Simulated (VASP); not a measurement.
# Ta (Fm-3m) in VASP: relaxation of cell and atoms with PBE

Aim: the relaxation of cell and atoms of Ta with PBE.

All numbers are computed with VASP 6.6.1; they aren't measurements. Logs are shortened: lines on timing, memory, paths and dates and some standing lists are left out, and cuts for length are marked.

## Step 1: The cell of the first run

The structure is cubic, space group Fm-3m (No. 225). The conventional cell has a = 4.160 Å, b = 4.160 Å, c = 4.160 Å, α = 90.00°, β = 90.00°, γ = 90.00°. Within 3.9 Å of Ta (site symmetry m-3m) lie 12 Ta at 2.94 Å.

This isn't the form of Ta at room conditions, which is bcc.

## Step 2: Relaxation of cell and atoms, PBE

Input file INCAR:

```
SYSTEM = Ta
PREC     = Accurate       ! precision mode
ENCUT    = 500            ! plane-wave cutoff, eV
EDIFF    = 1E-7           ! SCF threshold, eV
ISMEAR   = 0              ! smearing method
SIGMA    = 0.05           ! smearing width, eV
LREAL    = .False.        ! projectors in reciprocal space
LASPH    = .True.         ! aspherical terms in the spheres
NELM     = 120            ! most SCF steps
ALGO     = Normal         ! electronic algorithm
ISIF     = 3              ! what is computed and relaxed
LWAVE    = .False.        ! write WAVECAR
LCHARG   = .False.        ! write CHGCAR
GGA      = PE             ! functional
IBRION   = 2              ! ionic algorithm
NSW      = 80             ! ionic steps
EDIFFG   = -0.03          ! ionic threshold
GGA_COMPAT= .False.      
NELMIN   = 4
```

Input file KPOINTS:

```
Automatic mesh
0
Gamma
  10 10 10
  0 0 0
```

Input file POSCAR:

```
Ta
1.0
    0.0000000000      2.0800000000      2.0800000000
    2.0800000000      0.0000000000      2.0800000000
    2.0800000000      2.0800000000      0.0000000000
Ta
1
Direct
    0.0000000000      0.0000000000      0.0000000000
```

Potentials or basis: VASP PAW PBE potentials, release 64 (Ta_pv).

Run with:

```bash
cat potpaw_PBE.64/Ta_pv/POTCAR > POTCAR
mpirun -np 1 vasp_std > vasp.out
```

OUTCAR:

```text
SYSTEM = Ta
   PREC = Accurate
   ENCUT = 500
   EDIFF = 1E-7
   ISMEAR = 0
   LREAL = .False.
   LASPH = .True.
   NELM = 120
   ISIF = 3
   GGA = PE
   IBRION = 2
   NSW = 80
   EDIFFG = -0.03
   NELMIN = 4

 ion  position               nearest neighbor table
   1  0.000  0.000  0.000-

  LATTYP: Found a face centered cubic cell.
 ALAT       =     4.1600000000

  Lattice vectors:

 A1 = (   0.0000000000,   2.0800000000,   2.0800000000)
 A2 = (   2.0800000000,   0.0000000000,   2.0800000000)
 A3 = (   2.0800000000,   2.0800000000,   0.0000000000)

Analysis of symmetry for initial positions (statically):
=====================================================================
 Subroutine PRICEL returns:
 Original cell was already a primitive cell.

 Routine SETGRP: Setting up the symmetry group for a
 face centered cubic supercell.

 Subroutine GETGRP returns: Found 48 space group operations
 (whereof 48 operations were pure point group operations)
 out of a pool of 48 trial point group operations.

The static configuration has the point symmetry O_h .

Analysis of symmetry for dynamics (positions and initial velocities):
=====================================================================
 Subroutine PRICEL returns:
 Original cell was already a primitive cell.

 Routine SETGRP: Setting up the symmetry group for a
 face centered cubic supercell.

 Subroutine GETGRP returns: Found 48 space group operations
 (whereof 48 operations were pure point group operations)
 out of a pool of 48 trial point group operations.

The dynamic configuration has the point symmetry O_h .

 Subroutine INISYM returns: Found 48 space group operations
 (whereof 48 operations are pure point group operations),
 and found     1 'primitive' translations

----------------------------------------------------------------------------------------

                                     Primitive cell

  volume of cell :      17.9978

  direct lattice vectors                    reciprocal lattice vectors
     0.000000000  2.080000000  2.080000000    -0.240384615  0.240384615  0.240384615
     2.080000000  0.000000000  2.080000000     0.240384615 -0.240384615  0.240384615
     2.080000000  2.080000000  0.000000000     0.240384615  0.240384615 -0.240384615

  length of vectors
     2.941564210  2.941564210  2.941564210     0.416358367  0.416358367  0.416358367

  position of ions in fractional coordinates (direct lattice)
[... 94 lines left out ...]
   IALGO  =     38    algorithm
   IMIX   =      4    mixing-type and parameters
     AMIX     =   0.40;   BMIX     =  1.00
     AMIX_MAG =   1.60;   BMIX_MAG =  1.00
  volume/ion in A,a.u.               =      18.00       121.46
  Fermi-wavevector in a.u.,A,eV,Ry     =   1.389310  2.625415 26.261712  1.930181
  Thomas-Fermi vector in A             =   2.513353
   LORBIT       =      0    0 simple, 1 ext, 2 COOP (PROOUT), +10 PAW based schemes
   GGA     = PE    functional components
   LHFCALC =     F    Hartree Fock is set to
   AEXX    =    0.0000 exact exchange contribution
   IVDW    =     0    specifies the selected vdW correction
   LEPSILON=     F    determine dielectric tensor
   LRPA    =     F    only Hartree local field effects (RPA)
 conjugate gradient relaxation of ions
 non-spin polarized calculation
 Gauss-broadening in eV      SIGMA  =   0.05
  energy-cutoff  :      500.00
  volume of cell :       18.00
 maximum number of plane-waves:       469
 NGX is ok and might be reduce to    24
   NGX = 11   NGY = 11   NGZ = 11

--------------------------------------- Ionic step        1  -------------------------------------------

 number of electron      11.0000001 magnetization

 Free energy of the ion-electron system (eV)
  ---------------------------------------------------
  ext. energy  EPLUGINS =         0.00000000
  ---------------------------------------------------
  free energy    TOTEN  =       -11.56016431 eV

  energy without entropy =      -11.55959233  energy(sigma->0) =      -11.55987832

------------------------ aborting loop because EDIFF is reached ----------------------------------------

  FORCE on cell =-STRESS in cart. coord.  units (eV):
  Direction    XX          YY          ZZ          XY          YZ          ZX
  --------------------------------------------------------------------------------------
  -------------------------------------------------------------------------------------
  Total        0.9738848      0.9738848      0.9738848      0.0000000     -0.0000000      0.0000000
  in kB       86.6958262     86.6958262     86.6958262      0.0000000     -0.0000000      0.0000000
  external PRESSURE =      86.6958262 kB  Pullay stress =       0.0000000 kB
[... 92 lines left out ...]
--------------------------------------- Ionic step        4  -------------------------------------------

 number of electron      11.0000001 magnetization

 Free energy of the ion-electron system (eV)
  ---------------------------------------------------
  ext. energy  EPLUGINS =         0.00000000
  ---------------------------------------------------
  free energy    TOTEN  =       -11.57984309 eV

  energy without entropy =      -11.57920700  energy(sigma->0) =      -11.57952505

 E-fermi :   5.5645     XC(G=0): -12.4142

 val. band max:        5.5623025761   @ k =   0.4000   0.0000   0.0000
 cond. band min:       5.6232336041   @ k =  -0.4000   0.2000   0.1000
 fundamental gap:      0.0609310280
 Fermi energy:         5.5645404717

 k-point     1 :       0.0000    0.0000    0.0000
  band No.  band energies     occupation
      1     -28.0864      2.00000
      2     -28.0864      2.00000
      3     -28.0864      2.00000
      4      -2.6005      2.00000
      5       5.9805      0.00000
      6       5.9805      0.00000
      7       5.9805      0.00000
      8       8.9842      0.00000
      9       8.9842      0.00000
[... 265 lines left out ...]
 k-point    24 :       0.4000    0.3000    0.0000
  band No.  band energies     occupation
      1     -28.8666      2.00000
      2     -28.4028      2.00000
      3     -28.3697      2.00000
      4       1.4281      2.00000
      5       2.9165      2.00000
      6       5.9322      0.00000
      7       9.0368      0.00000
      8      10.2687      0.00000
      9      11.1627      0.00000

 [... further k-points ...]

------------------------ aborting loop because EDIFF is reached ----------------------------------------

  FORCE on cell =-STRESS in cart. coord.  units (eV):
  Direction    XX          YY          ZZ          XY          YZ          ZX
  --------------------------------------------------------------------------------------
  -------------------------------------------------------------------------------------
  Total       -0.0016514     -0.0016514     -0.0016514     -0.0000000     -0.0000000      0.0000000
  in kB       -0.1410492     -0.1410492     -0.1410492     -0.0000000     -0.0000000      0.0000000
  external PRESSURE =      -0.1410492 kB  Pullay stress =       0.0000000 kB
[... 16 lines left out ...]
  FREE ENERGIE OF THE ION-ELECTRON SYSTEM (eV)
  ---------------------------------------------------
  free  energy   TOTEN  =       -11.5798430933 eV

  energy  without entropy=      -11.5792070049  energy(sigma->0) =      -11.57952505

 reached required accuracy - stopping structural energy minimisation
```

OSZICAR:

```text
N       E                     dE             d eps       ncg     rms          rms(c)
DAV:   1     0.453964685290E+02    0.45396E+02   -0.64936E+03   846   0.114E+03
DAV:   2    -0.113980382311E+02   -0.56795E+02   -0.55964E+02  1040   0.243E+02
DAV:   3    -0.120254550542E+02   -0.62742E+00   -0.62127E+00  1006   0.270E+01
[... 31 lines left out ...]
DAV:   1    -0.115799599576E+02   -0.14131E-03   -0.39134E-03   858   0.910E-01    0.931E-02
DAV:   2    -0.115798620743E+02    0.97883E-04   -0.14038E-04   860   0.147E-01    0.314E-02
DAV:   3    -0.115798417220E+02    0.20352E-04   -0.72209E-05   894   0.101E-01    0.124E-02
DAV:   4    -0.115798430371E+02   -0.13151E-05   -0.83962E-07   921   0.104E-02    0.132E-03
DAV:   5    -0.115798430933E+02   -0.56237E-07   -0.85257E-08   457   0.355E-03
   4 F= -.11579843E+02 E0= -.11579525E+02  d E =-.196788E-01
```

CONTCAR:

```text
Ta
   1.00000000000000
     0.0000000000000000    2.1088787739165742    2.1088787739165742
     2.1088787739165742   -0.0000000000000000    2.1088787739165742
     2.1088787739165742    2.1088787739165742   -0.0000000000000000
  Ta
     1
Direct
     0.0000000000000000    0.0000000000000000    0.0000000000000000

  0.00000000E+00  0.00000000E+00  0.00000000E+00
```

Wall time 14 s (1 thread of AMD EPYC 9R45 (Zen 5), shared host); peak memory 0.12 GiB.

Results:

```
Free energy                           : -11.5798 eV
Relaxed volume                        : 18.76 Å³/atom
Relaxed cell                          : a = 2.982 Å, b = 2.982 Å, c = 2.982 Å, α = 60.00°, β = 60.00°, γ = 60.00°
Space group after relaxing (to 0.1 Å) : Fm-3m (No. 225)
Energy gained by relaxing             : 19.7 meV/atom
Ionic steps                           : 4
Pressure after relaxing               : 0.0 GPa
Band gap on the k mesh                : zero (an odd number of electrons rules out a gap without spin polarisation)
```

Step by step:
```csv
step,energy change (eV),largest force (eV/Å),pressure (GPa),volume (Å³)
1,0.0000,0.0000,8.67,18.00
2,0.0791,0.0000,-15.41,20.66
3,-0.0197,0.0000,-0.28,18.78
4,-0.0197,0.0000,-0.01,18.76
```

Final structure:
```xyz
1
Lattice="0.0000 2.1089 2.1089 2.1089 0.0000 2.1089 2.1089 2.1089 0.0000" Properties=species:S:1:pos:R:3 pbc="T T T"
Ta    0.0000    0.0000    0.0000
```

Caveat: spin-orbit coupling is left out, which moves the levels of the heavy elements.
